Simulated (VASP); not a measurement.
A run of VASP 6.6.1 is set up as follows.

The input INCAR:

```
SYSTEM = LiH
ALGO = Normal
EDIFF = 1E-6
ENCUT = 750
GGA = PE
GGA_COMPAT = .FALSE.
ISIF = 2
ISMEAR = 0
LASPH = .TRUE.
LCHARG = .FALSE.
LREAL = .FALSE.
LWAVE = .FALSE.
NBANDS = 9
NELM = 120
PREC = Accurate
SIGMA = 0.01
```

Contents of KPOINTS:

```
k-points
0
G
  4 4 4
  0 0 0
```

The input POSCAR:

```
LiH
1.0
    0.0000000000      2.0144020223      2.0144020223
    2.0144020223      0.0000000000      2.0144020223
    2.0144020223      2.0144020223      0.0000000000
Li H
1 1
Direct
    0.0000000000      0.0000000000      0.0000000000
    0.5000000000      0.5000000000      0.5000000000
```

Potentials or basis: VASP PAW PBE potentials, release 64 (Li_sv, H).

Run with:

```console
$ cat potpaw_PBE.64/Li_sv/POTCAR potpaw_PBE.64/H/POTCAR > POTCAR
$ mpirun -np 1 vasp_std > vasp.out
```

(1) Predict the band gap on the k mesh.

(2) What does it give for the pressure?

Results:

(1) 2.98 eV, direct.

(2) -0.4 GPa.

Caveat: the k points lie up to 0.68 Å⁻¹ apart.
